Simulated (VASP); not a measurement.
Runs of VASP 6.6.1 on AlGaAs2. The structure is that of space group P-4m2 (No. 115), or close to it. The cells are those of the table. 

```csv
task,cell,k mesh,cutoff (eV),smearing,gap on the mesh (eV),pressure (GPa),largest force (eV/Å)
single point,"a = 3.976, b = 3.976, c = 5.601 Å, 4 atoms",6 × 6 × 4,520,gaussian 0.1 eV,1.04,0.4,-
single point,"a = 3.974, b = 3.974, c = 5.612 Å, 4 atoms",8 × 8 × 6,520,gaussian 0.02 eV,1.04,0.4,-
single point,"a = 3.600, b = 3.600, c = 5.066 Å, 4 atoms",6 × 6 × 4,520,gaussian 0.1 eV,0.60,44.3,1.23
relaxation of cell and atoms,"relaxed from a = 3.600, b = 3.600, c = 5.066 Å, 4 atoms",6 × 6 × 4,600,gaussian 0.1 eV,(a),-0.1,0.01
```

Alike in all rows: level LDA; potentials or basis VASP PAW LDA potentials, release 64 (Al, Ga_d, As); no spin polarisation.

Task: Fill in the values left out.

Result: (a) 1.02.

Caveats: forces of over 1 eV/Å act on the atoms, so gaps and moduli don't describe the material at rest (some runs); the relaxation stopped at a loose force limit of 0.05 eV/Å, so its end isn't a converged minimum (some runs).

A k mesh can miss the band edges, and the runs leave out spin-orbit coupling on As, Ga.
